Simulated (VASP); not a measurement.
# CoO (R-3m) in VASP: further runs

Runs on CoO. Level: PBEsol. Tasks: single point.

Program: VASP 6.6.1. These are calculated values, not measurements. Logs are shortened: lines on timing, memory, paths and dates and some standing lists are left out, and cuts for length are marked.

## (1) The cell of the first run

Symmetry: R-3m, No. 166, trigonal system. The conventional cell has a = 3.011 Å, b = 3.011 Å, c = 7.320 Å, α = 90.00°, β = 90.00°, γ = 120.00°. Co (site symmetry -3m) has 6 O at 2.12 Å within 2.8 Å. Within 2.8 Å of O (site symmetry -3m) lie 6 Co at 2.12 Å.

## (2) Single point, PBEsol, collinear spin, ferromagnetic start

File INCAR:

```
PREC = Accurate
ENCUT = 520
EDIFF = 1E-7
ISMEAR = 0
SIGMA = 0.05
LREAL = F
LASPH = T
NELM = 150
ALGO = Normal
ISIF = 2
LWAVE = F
LCHARG = F
ISPIN = 2
MAGMOM = 2.75 0.38
LORBIT = 11
LMAXMIX = 4
GGA = PS
NBANDS = 18
```

File KPOINTS:

```
regular mesh
0
Gamma
  9 9 9
```

File POSCAR:

```
CoO
1.0
    1.5054695445      0.8691832468      2.4399269062
   -1.5054695445      0.8691832468      2.4399269062
    0.0000000000     -1.7383664936      2.4399269062
Co O
1 1
Direct
    0.0000000000      0.0000000000      0.0000000000
    0.5000000000      0.5000000000      0.5000000000
```

Potentials or basis: VASP PAW PBE potentials, release 64 (Co, O).

Command:

```bash
$ cat potpaw_PBE.64/Co/POTCAR potpaw_PBE.64/O/POTCAR > POTCAR
$ mpirun -np 1 vasp_std > vasp.out
```

OUTCAR:

```text
PREC = Accurate
   ENCUT = 520
   EDIFF = 1E-7
   ISMEAR = 0
   LREAL = F
   LASPH = T
   NELM = 150
   ISIF = 2
   ISPIN = 2
   LORBIT = 11
   GGA = PS

 ion  position               nearest neighbor table
   1  0.000  0.000  0.000-   2 2.12   2 2.12   2 2.12   2 2.12   2 2.12   2 2.12
   2  0.500  0.500  0.500-   1 2.12   1 2.12   1 2.12   1 2.12   1 2.12   1 2.12

  LATTYP: Found a trigonal (rhomboedric) cell.
 ALAT       =     2.9958573687
 COS(alpha) =     0.4949531368

  Lattice vectors:

 A1 = (   1.5054695445,   0.8691832468,   2.4399269062)
 A2 = (  -1.5054695445,   0.8691832468,   2.4399269062)
 A3 = (   0.0000000000,  -1.7383664936,   2.4399269062)

Analysis of symmetry for initial positions (statically):
=====================================================================
 Subroutine PRICEL returns:
 Original cell was already a primitive cell.

 Routine SETGRP: Setting up the symmetry group for a
 trigonal (rhombohedral) supercell.

 Subroutine GETGRP returns: Found 12 space group operations
 (whereof 12 operations were pure point group operations)
 out of a pool of 12 trial point group operations.

The static configuration has the point symmetry D_3d.

Analysis of symmetry for dynamics (positions and initial velocities):
=====================================================================
 Subroutine PRICEL returns:
 Original cell was already a primitive cell.

 Routine SETGRP: Setting up the symmetry group for a
 trigonal (rhombohedral) supercell.

 Subroutine GETGRP returns: Found 12 space group operations
 (whereof 12 operations were pure point group operations)
 out of a pool of 12 trial point group operations.

The dynamic configuration has the point symmetry D_3d.

Analysis of structural, dynamic, and magnetic symmetry:
=====================================================================
 Subroutine PRICEL returns:
 Original cell was already a primitive cell.

 Routine SETGRP: Setting up the symmetry group for a
 trigonal (rhombohedral) supercell.

 Subroutine GETGRP returns: Found 12 space group operations
 (whereof 12 operations were pure point group operations)
 out of a pool of 12 trial point group operations.

The overall configuration has the point symmetry D_3d.

 Subroutine INISYM returns: Found 12 space group operations
 (whereof 12 operations are pure point group operations),
 and found     1 'primitive' translations

[... 115 lines left out ...]
  volume/ion in A,a.u.               =       9.58        64.64
  Fermi-wavevector in a.u.,A,eV,Ry     =   1.508927  2.851458 30.978555  2.276860
  Thomas-Fermi vector in A             =   2.619316
   LORBIT       =     11    0 simple, 1 ext, 2 COOP (PROOUT), +10 PAW based schemes
   GGA     = PS    functional components
   LHFCALC =     F    Hartree Fock is set to
   AEXX    =    0.0000 exact exchange contribution
   IVDW    =     0    specifies the selected vdW correction
   LEPSILON=     F    determine dielectric tensor
   LRPA    =     F    only Hartree local field effects (RPA)
 spin polarized calculation
 Gauss-broadening in eV      SIGMA  =   0.05
  energy-cutoff  :      520.00
  volume of cell :       19.16
 maximum number of plane-waves:       534
 NGX is ok and might be reduce to    24
   NGX = 11   NGY = 11   NGZ = 11

 number of electron      15.0000005 magnetization       2.9265968

 Free energy of the ion-electron system (eV)
  ---------------------------------------------------
  ext. energy  EPLUGINS =         0.00000000
  ---------------------------------------------------
  free energy    TOTEN  =       -13.95849477 eV

  energy without entropy =      -13.95388354  energy(sigma->0) =      -13.95618916

 E-fermi :   7.9484     XC(G=0): -12.7113

 val. band max:        7.9449344687   @ k =   0.4444   0.3333   0.3333
 cond. band min:       7.9538927500   @ k =   0.4444   0.2222   0.0000
 fundamental gap:      0.0089582812
 Fermi energy:         7.9484092288

 spin component 1

 k-point     1 :       0.0000    0.0000    0.0000
  band No.  band energies     occupation
      1     -12.3629      1.00000
      2       4.6529      1.00000
      3       4.6529      1.00000
      4       4.6676      1.00000
      5       4.6676      1.00000
      6       4.7162      1.00000
[... 493 lines left out ...]
     17      39.2399      0.00000
     18      39.2817      0.00000

 [... further k-points ...]

 spin component 2

 k-point     1 :       0.0000    0.0000    0.0000
  band No.  band energies     occupation
      1     -11.8229      1.00000
      2       5.2784      1.00000
      3       5.2784      1.00000
      4       5.3342      1.00000
      5       6.8129      1.00000
      6       6.8129      1.00000
[... 493 lines left out ...]
     17      39.4154      0.00000
     18      39.4573      0.00000

 [... further k-points ...]

------------------------ aborting loop because EDIFF is reached ----------------------------------------

  FORCE on cell =-STRESS in cart. coord.  units (eV):
  Direction    XX          YY          ZZ          XY          YZ          ZX
  --------------------------------------------------------------------------------------
  -------------------------------------------------------------------------------------
  Total       -1.1477840     -1.1477840     -1.2126031      0.0000000     -0.0000000     -0.0000000
  in kB      -95.9973722    -95.9973722   -101.4186594      0.0000000     -0.0000000     -0.0000000
  external PRESSURE =     -97.8044679 kB  Pullay stress =       0.0000000 kB

 VOLUME and BASIS-vectors are now :
 -----------------------------------------------------------------------------
  energy-cutoff  :      520.00
  volume of cell :       19.16
      direct lattice vectors                 reciprocal lattice vectors
     1.505469544  0.869183247  2.439926906     0.332122295  0.191750896  0.136616114
    -1.505469544  0.869183247  2.439926906    -0.332122295  0.191750896  0.136616114
     0.000000000 -1.738366494  2.439926906     0.000000000 -0.383501793  0.136616114

 POSITION                                       TOTAL-FORCE (eV/Angst)
 -----------------------------------------------------------------------------------
      0.00000      0.00000      0.00000         0.000000      0.000000      0.000000
      0.00000      0.00000      3.65989         0.000000     -0.000000     -0.000000
 -----------------------------------------------------------------------------------
    total drift:                               -0.000000      0.000000     -0.000000

  FREE ENERGIE OF THE ION-ELECTRON SYSTEM (eV)
  ---------------------------------------------------
  free  energy   TOTEN  =       -13.9584947724 eV

  energy  without entropy=      -13.9538835387  energy(sigma->0) =      -13.95618916

 total charge

# of ion       s       p       d       tot
------------------------------------------
    1        0.299   0.367   7.151   7.817
    2        1.551   3.403   0.000   4.954
--------------------------------------------------
tot          1.850   3.770   7.151  12.770

 magnetization (x)

# of ion       s       p       d       tot
------------------------------------------
    1        0.020   0.018   2.520   2.558
    2        0.030   0.286   0.000   0.316
--------------------------------------------------
tot          0.050   0.304   2.520   2.874
```

Wall time 44 s (1 thread of Intel Xeon Platinum 8488C (Sapphire Rapids), shared host); peak memory 0.18 GiB.

Results:

```yaml
Free_energy: -13.9585 eV
Pressure: -9.8 GPa
Net_moment: 2.93 μB per cell
Site_moments: Co +2.56; O +0.32 μB
Valence_electrons_inside_the_program's_atomic_spheres: Co 7.82; O 4.95
```

Caveat: the PAW data sets were made with another functional, which shifts forces and pressure a little; a cell with one magnetic atom can't hold antiferromagnetic order, which such compounds often take; semilocal functionals often make such compounds metallic where correlation or magnetic order opens a gap, which also shifts bond lengths. With open d or f shells a metallic result of PBEsol can be an artefact of self-interaction; +U or a hybrid may open a gap.

## (3) Single point, PBEsol, collinear spin, ferromagnetic start

File INCAR:

```
SYSTEM = CoO
ALGO = Normal ; EDIFF = 1E-6
ENCUT = 520 ; GGA = PS
ISIF = 2 ; ISMEAR = 0
ISPIN = 2 ; LASPH = .TRUE.
LCHARG = .FALSE. ; LMAXMIX = 4
LORBIT = 11 ; LREAL = .FALSE.
LWAVE = .FALSE. ; MAGMOM = 2.75 0.38
NBANDS = 18 ; NELM = 150
PREC = Accurate ; SIGMA = 0.1
```

File KPOINTS:

```
k-points
0
G
  9 9 9
  0 0 0
```

POSCAR is that of step 2.

Potentials or basis: VASP PAW PBE potentials, release 64 (Co, O).

Command:

```bash
$ cat potpaw_PBE.64/Co/POTCAR potpaw_PBE.64/O/POTCAR > POTCAR
$ mpirun -np 1 vasp_std > vasp.out
```

It took 40 s on 1 thread of Intel Xeon Platinum 8488C (Sapphire Rapids), shared host; peak memory 0.18 GiB.

The run converged. Its results:

```yaml
Free_energy: -13.9658 eV
Pressure: -9.9 GPa
Net_moment: 2.90 μB per cell
Site_moments: Co +2.54; O +0.31 μB
Valence_electrons_inside_the_program's_atomic_spheres: Co 7.82; O 4.95
```

Stress tensor (GPa, compression positive):
```
 -9.78   0.00   0.00
  0.00  -9.78   0.00
  0.00   0.00 -10.19
```

Levels at points of the mesh, in eV from the Fermi level:
Spin up:
```tsv
k point	band 5	band 6	band 7	band 8	band 9	band 10	band 11	band 12	band 13	band 14
(0.00, 0.00, 0.00)	-3.28	-3.23	-3.16	-3.16	-3.12	0.89	16.59	17.91	17.91	18.12
```
Spin down:
```
           k point  band 2  band 3  band 4  band 5  band 6  band 7  band 8  band 9  band 10  band 11
(0.00, 0.00, 0.00)   -2.69   -2.69   -2.63   -1.14   -1.14   -1.11   -0.15   -0.15     1.44    16.54
```

Caveat: the PAW data sets were made with another functional, which shifts forces and pressure a little; a cell with one magnetic atom can't hold antiferromagnetic order, which such compounds often take; semilocal functionals often make such compounds metallic where correlation or magnetic order opens a gap, which also shifts bond lengths.

## (4) Single point, PBEsol, collinear spin, ferromagnetic start

File INCAR:

```
SYSTEM = CoO
PREC = Accurate
ENCUT = 520
EDIFF = 1E-6
ISMEAR = 0
SIGMA = 0.2
LREAL = .FALSE.
LASPH = .TRUE.
NELM = 150
ALGO = Normal
ISIF = 2
LWAVE = .FALSE.
LCHARG = .TRUE.
ISPIN = 2
MAGMOM = 2.75 0.38
LORBIT = 11
LMAXMIX = 4
GGA = PS
LELF = .TRUE.
LVHAR = .TRUE.
NBANDS = 18
```

File KPOINTS:

```
regular mesh
0
G
  9 9 9
  0 0 0
```

POSCAR is that of step 3.

Command:

```bash
$ cat potpaw_PBE.64/Co/POTCAR potpaw_PBE.64/O/POTCAR > POTCAR
$ mpirun -np 1 vasp_std > vasp.out
```

Wall time 36 s (1 thread of Intel Xeon Platinum 8488C (Sapphire Rapids), shared host); peak memory 0.17 GiB.

The run converged. Its results:

- Free energy: -13.9966 eV
- Pressure: -9.9 GPa
- Net moment: 2.87 μB per cell
- Site moments: Co +2.52; O +0.30 μB
- Valence electrons inside the program's atomic spheres: Co 7.82; O 4.95

Stress tensor (GPa, compression positive):
```
 -9.87   0.00   0.00
  0.00  -9.87   0.00
  0.00   0.00 -10.00
```

Levels at points of the mesh, in eV from the Fermi level:
Spin up:
| k point | band 5 | band 6 | band 7 | band 8 | band 9 | band 10 | band 11 | band 12 | band 13 | band 14 |
| --- | --- | --- | --- | --- | --- | --- | --- | --- | --- | --- |
| (0.00, 0.00, 0.00) | -3.26 | -3.23 | -3.13 | -3.13 | -3.09 | 0.89 | 16.60 | 17.92 | 17.92 | 18.13 |
Spin down:
| k point | band 3 | band 4 | band 5 | band 6 | band 7 | band 8 | band 9 | band 10 |
| --- | --- | --- | --- | --- | --- | --- | --- | --- |
| (0.00, 0.00, 0.00) | -2.70 | -2.65 | -1.13 | -1.13 | -1.10 | -0.14 | -0.14 | 1.44 |

Caveat: the PAW data sets were made with another functional, which shifts forces and pressure a little; a cell with one magnetic atom can't hold antiferromagnetic order, which such compounds often take; semilocal functionals often make such compounds metallic where correlation or magnetic order opens a gap, which also shifts bond lengths.

## (5) Overview

| smearing | gap on the mesh (eV) | pressure (GPa) | moment (μB) |
| --- | --- | --- | --- |
| gaussian 0.05 eV | none | -9.8 | 2.93 |
| gaussian 0.1 eV | none | -9.9 | 2.90 |
| gaussian 0.2 eV | none | -9.9 | 2.87 |

Alike in all rows: task single point; level PBEsol; potentials or basis VASP PAW PBE potentials, release 64 (Co, O); spin collinear, ferromagnetic start; cell as given; k mesh 9 × 9 × 9; cutoff (eV) 520.

Every run on the cell as given and a fine mesh finds a metal.

Caveats: the PAW data sets were made with another functional, which shifts forces and pressure a little; a cell with one magnetic atom can't hold antiferromagnetic order, which such compounds often take; semilocal functionals often make such compounds metallic where correlation or magnetic order opens a gap, which also shifts bond lengths.

Absolute energies hang on the potentials; compare differences alone.
